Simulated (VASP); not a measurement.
Set up this calculation in VASP 6.6.1, as the native input.

```yaml
Task: band structure
Functional: PBEsol
Potentials_or_basis: VASP PAW PBE potentials, release 64 (Si, O)
Cutoff: 460 eV
k_mesh: 4 × 4 × 7
Occupations: gaussian, width 0.03 eV
Spin: no spin polarisation
Tolerance_level: screening
Purpose: bands
Route: KPOINTS_OPT
Further_INCAR_settings: ALGO = Normal; EDIFF = 1e-06; NBANDS = 32
```

The structure of SiO2 lies in POSCAR:

```
SiO2
1.0
    4.2331690000      0.0000000000      0.0000000000
    0.0000000000      4.2331690000      0.0000000000
    0.0000000000      0.0000000000      2.6934950000
Si O
2 4
Direct
    0.0000000000      0.0000000000      0.0000000000
    0.5000000000      0.5000000000      0.5000000000
    0.8068390000      0.1931610000      0.5000000000
    0.3068390000      0.3068390000      0.0000000000
    0.1931610000      0.8068390000      0.5000000000
    0.6931610000      0.6931610000      0.0000000000
```

One way to write it, as run:

INCAR

```
SYSTEM = SiO2
GGA = PS
ISMEAR = 0
SIGMA = 0.03
LWAVE = .False.
LCHARG = .False.
NBANDS = 32
PREC = Accurate
LASPH = .True.
LREAL = .False.
ALGO = Normal
EDIFF = 1E-6
NELM = 120
GGA_COMPAT = .False.
ENCUT = 460
EFERMI = MIDGAP
```

KPOINTS

```
Automatic mesh
0
Gamma
  4 4 7
  0 0 0
```

KPOINTS_OPT

```
path GXMGZRAZ,XR,MA
12
line-mode
reciprocal
 0.0000000000  0.0000000000  0.0000000000  G
 0.0000000000  0.5000000000  0.0000000000  X

 0.0000000000  0.5000000000  0.0000000000  X
 0.5000000000  0.5000000000  0.0000000000  M

 0.5000000000  0.5000000000  0.0000000000  M
 0.0000000000  0.0000000000  0.0000000000  G

 0.0000000000  0.0000000000  0.0000000000  G
 0.0000000000  0.0000000000  0.5000000000  Z

 0.0000000000  0.0000000000  0.5000000000  Z
 0.0000000000  0.5000000000  0.5000000000  R

 0.0000000000  0.5000000000  0.5000000000  R
 0.5000000000  0.5000000000  0.5000000000  A

 0.5000000000  0.5000000000  0.5000000000  A
 0.0000000000  0.0000000000  0.5000000000  Z

 0.0000000000  0.5000000000  0.0000000000  X
 0.0000000000  0.5000000000  0.5000000000  R

 0.5000000000  0.5000000000  0.0000000000  M
 0.5000000000  0.5000000000  0.5000000000  A
```

Potentials or basis: VASP PAW PBE potentials, release 64 (Si, O).

Run with:

```sh
$ cat potpaw_PBE.64/Si/POTCAR potpaw_PBE.64/O/POTCAR > POTCAR
$ mpirun -np 1 vasp_std > vasp.out
```

Results of the run:

* Pressure: -7.2 GPa
* Largest force: 0.005 eV/Å
* Band gap on the k mesh: 4.99 eV
* Band gap along the path: 4.99 eV

Caveat: the cutoff is under 1.25 times the usual one of these potentials, so pressure, stress and relaxed cells hold a basis-set (Pulay) error; the cell stands under tension; the PAW data sets were made with another functional, which shifts forces and pressure a little.

It used 36 s of CPU time on 1 thread of Intel(R) Xeon(R) 6975P-C (Granite Rapids), on a shared host.
